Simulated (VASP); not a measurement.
Input of a VASP 6.6.1 run:

File POSCAR:

```
SiC
1.0
    3.1379143069      0.0000000000      0.0000000000
   -1.5689571535      2.7175135047      0.0000000000
    0.0000000000      0.0000000000     10.2743538396
Si C
4 4
Direct
    0.6666666667      0.3333333333      0.9378415250
    0.3333333333      0.6666666667      0.4378415250
    0.0000000000      0.0000000000      0.6878903876
    0.0000000000      0.0000000000      0.1878903876
    0.6666666667      0.3333333333      0.7498007830
    0.3333333333      0.6666666667      0.2498007830
    0.0000000000      0.0000000000      0.5004663044
    0.0000000000      0.0000000000      0.0004663044
```

Contents of INCAR.step1:

```
SYSTEM = SiC
ALGO     = Normal         ! electronic algorithm
EDIFF    = 1E-4           ! SCF threshold, eV
ENCUT    = 520            ! plane-wave cutoff, eV
GGA      = PE             ! functional
ISMEAR   = 0              ! smearing method
LASPH    = .True.         ! aspherical terms in the spheres
LCHARG   = .False.        ! write CHGCAR
LREAL    = .False.        ! projectors in reciprocal space
LWAVE    = .True.         ! write WAVECAR
NBANDS   = 26             ! bands
NELM     = 100            ! most SCF steps
PREC     = Accurate       ! precision mode
SIGMA    = 0.01           ! smearing width, eV
```

File INCAR.step2:

```
SYSTEM = SiC
ALGO     = Normal         ! electronic algorithm
EDIFF    = 1E-7           ! SCF threshold, eV
ENCUT    = 520            ! plane-wave cutoff, eV
ISIF     = 2              ! what is computed and relaxed
ISMEAR   = 0              ! smearing method
ISTART   = 1            
LASPH    = .True.         ! aspherical terms in the spheres
LCHARG   = .False.        ! write CHGCAR
LMIXTAU  = .True.       
LREAL    = .False.        ! projectors in reciprocal space
LWAVE    = .False.        ! write WAVECAR
METAGGA  = R2SCAN         ! meta-GGA
NBANDS   = 26             ! bands
NELM     = 100            ! most SCF steps
PREC     = Accurate       ! precision mode
SIGMA    = 0.01           ! smearing width, eV
```

KPOINTS

```
k-points
0
Gamma
  9 9 2
  0 0 0
```

Potentials or basis: VASP PAW PBE potentials, release 64 (Si, C).

Launch:

```console
$ cat potpaw_PBE.64/Si/POTCAR potpaw_PBE.64/C/POTCAR > POTCAR
$ cp INCAR.step1 INCAR
$ mpirun -np 1 vasp_std > vasp.out
$ cp INCAR.step2 INCAR
$ mpirun -np 1 vasp_std > vasp.out
```

Predict the pressure.

-12.0 GPa.

Predict the largest force.

0.020 eV/Å.

Estimate the band gap on the k mesh.

2.68 eV (least direct gap 3.81 eV).

Forces in eV/Å, atoms in the order of the input:
```
Si   0.000  0.000  0.020
Si   0.000  0.000  0.020
Si   0.000  0.000 -0.010
Si   0.000  0.000 -0.010
C    0.000  0.000 -0.010
C    0.000  0.000 -0.010
C    0.000  0.000  0.000
C    0.000  0.000  0.000
```

Caveat: the cell stands under tension; the PAW data sets were made with another functional, which shifts forces and pressure a little. A k mesh can miss the band edges.
